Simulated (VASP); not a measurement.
Crystal: Ag.

```xyz
6
Lattice="0.0000 3.8875 3.8875 3.8875 0.0000 3.8875 3.8875 3.8875 0.0000" Properties=species:S:1:pos:R:3 pbc="T T T"
Ag    1.9576    3.8875    3.8875
Ag    5.8173    3.8875    3.8875
Ag    3.8875    1.9576    3.8875
Ag    3.8875    5.8173    3.8875
Ag    3.8875    3.8875    1.9576
Ag    3.8875    3.8875    5.8173
```

The cell was built from a structure type or drawn by symmetry, and may not be a known phase.

- Program: VASP 6.6.1
- Task: relaxation of cell and atoms
- Functional: PBE
- Potentials or basis: VASP PAW PBE potentials, release 64 (Ag)
- Cutoff: 600 eV
- k mesh: 4 × 4 × 4
- Occupations: gaussian, width 0.1 eV
- Spin: no spin polarisation

At the start: pressure 6.5 GPa; volume 19.58 Å³/atom.

Task: How do energy, volume and symmetry change on relaxing?

Result: Over 5 steps the energy falls by 30.5 meV/atom and the volume is 21.13 Å³/atom (+7.9 %); space group Pm-3m (No. 221, to 0.1 Å) before and after.

Step by step:
```tsv
step	energy change (eV)	largest force (eV/Å)	pressure (GPa)	volume (Å³)
1	0.0000	0.3416	6.55	117.50
2	-0.1422	0.0383	-2.45	131.64
3	-0.1825	0.0510	-0.05	126.67
4	-0.1824	0.0469	-0.15	126.86
5	-0.1829	0.0058	-0.10	126.76
```

Final structure:
```xyz
6
Lattice="0.0000 3.9870 3.9870 3.9870 0.0000 3.9870 3.9870 3.9870 0.0000" Properties=species:S:1:pos:R:3 pbc="T T T"
Ag    1.9938    3.9870    3.9870
Ag    5.9802    3.9870    3.9870
Ag    3.9870    1.9938    3.9870
Ag    3.9870    5.9802    3.9870
Ag    3.9870    3.9870    1.9938
Ag    3.9870    3.9870    5.9802
```
